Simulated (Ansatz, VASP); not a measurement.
## PtS2: VASP beside Ansatz

File INCAR:

```
PREC = Accurate
ENCUT = 520
EDIFF = 1E-6
ISMEAR = 0
SIGMA = 0.05
LREAL = F
LASPH = T
NELM = 60
ALGO = Normal
ISIF = 2
LWAVE = F
LCHARG = F
GGA = PE
NBANDS = 18
```

Contents of KPOINTS:

```
Automatic mesh
0
Gamma
  12 12 8
```

Contents of POSCAR:

```
PtS2
1.0
    3.5431994758      0.0000000000      0.0000000000
   -1.7715997379      3.0685007567      0.0000000000
    0.0000000000      0.0000000000      5.0388000000
Pt S
1 2
Direct
    0.0000000000      0.0000000000      0.0000000000
    0.3375506868      0.6551446428      0.2500000000
    0.6708840201      0.3218113094      0.7500000000
```

Input for Ansatz:

```yaml
crystal:
  lattice:
    - [3.5431994758, 0.0, 0.0]
    - [-1.7715997379, 3.0685007567, 0.0]
    - [0.0, 0.0, 5.0388]
  atoms:
    - { symbol: Pt, position: [0.0, 0.0, 0.0] }
    - { symbol: S, position: [0.3375506868, 0.6551446428, 0.25] }
    - { symbol: S, position: [0.6708840201, 0.3218113094, 0.75] }
basis:
  ecutwfc: 420
kpoints:
  mp_grid: { grid: [12, 12, 8] }
hamiltonian:
  xc: pbe
scf:
  occupations: { method: gaussian, width: 0.05 }
output:
  forces: true
  stress: true
  eigenvalues: true
```

Change from the starting cell: all S atoms moved +0.050 Å, as atom 2 along Cartesian [1 -1 0].

Alike in both runs: task single point; functional PBE; k mesh 12 × 12 × 8; occupations gaussian, width 0.05 eV; no spin polarisation.

|  | VASP | Ansatz |
| --- | --- | --- |
| version | VASP 6.6.1 | Ansatz 0.2.0 |
| potentials or method | VASP PAW PBE potentials, release 64 (Pt, S), cutoff 520 eV | scalar-relativistic, plane waves, PAW |
| valence electrons in the cell | 22 | 30 |

VASP gave:

- gap on the k mesh at the Fermi level (eV): 0.57
- least direct gap on the mesh (eV): 0.80
- pressure (GPa): 2.1
- traceless stress, the component that is largest in VASP (GPa): -1.77
- rms of the force components (eV/Å): 0.367

Task: Estimate Ansatz's values.

Result: gap on the k mesh at the Fermi level (eV): 0.56; least direct gap on the mesh (eV): 0.79; pressure (GPa): 2.5; traceless stress, the component that is largest in VASP (GPa): -1.90; rms of the force components (eV/Å): 0.360.

Atom by atom the forces differ by 0.019 eV/Å (rms over components). VASP's potentials hold 22 valence electrons a cell and Ansatz's 30, so a difference there can come from the potentials and not from the codes.

Spin-orbit coupling is off throughout.
